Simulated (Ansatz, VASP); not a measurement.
**LiTaBe2N3 in VASP and in Ansatz**

```xyz
7
Lattice="2.7508 0.0000 0.0000 0.0000 2.7508 0.0000 0.0000 0.0000 7.8294" Properties=species:S:1:pos:R:3 pbc="T T T"
Li    0.0000    0.0000    3.9147
Ta    1.3754    1.3754    0.0000
Be    1.3754    1.3754    5.4625
Be    1.3754    1.3754    2.3669
N     0.0000    0.0000    1.2991
N     0.0000    0.0000    6.5303
N     1.3754    1.3754    3.9147
```

Change from the starting cell: species swapped into the Ba3ZnN2O type (P4/mmm, No. 123).

Alike in both runs: functional PBE; k mesh 4 × 4 × 2; occupations gaussian, width 0.15 eV; no spin polarisation.

Ansatz relaxed the structure, and its values are those at the end. VASP's run is a single point on that final structure, the one shown.

```csv
,VASP,Ansatz
version,VASP 6.6.1,Ansatz 0.2.0
potentials or method,"VASP PAW PBE potentials, release 64 (Li_sv, Ta_pv, Be, N), cutoff 750 eV","scalar-relativistic, plane waves, PAW"
valence electrons in the cell,33,35
```

|  | VASP | Ansatz | Ansatz less VASP |
| --- | --- | --- | --- |
| gap on the k mesh at the Fermi level (eV) | none | none | - |
| pressure (GPa) | 0.2 | 0.0 | -0.21 |
| rms of the force components (eV/Å) | 0.015 | 0.007 | -0.0076 |

A gap of «none» marks a metal or a gap that the smearing closes. VASP's potentials hold 33 valence electrons a cell and Ansatz's 35, so a difference there can come from the potentials and not from the codes.

The k mesh is coarse, so the values compare programs but aren't converged. Neither program's run includes spin-orbit coupling.
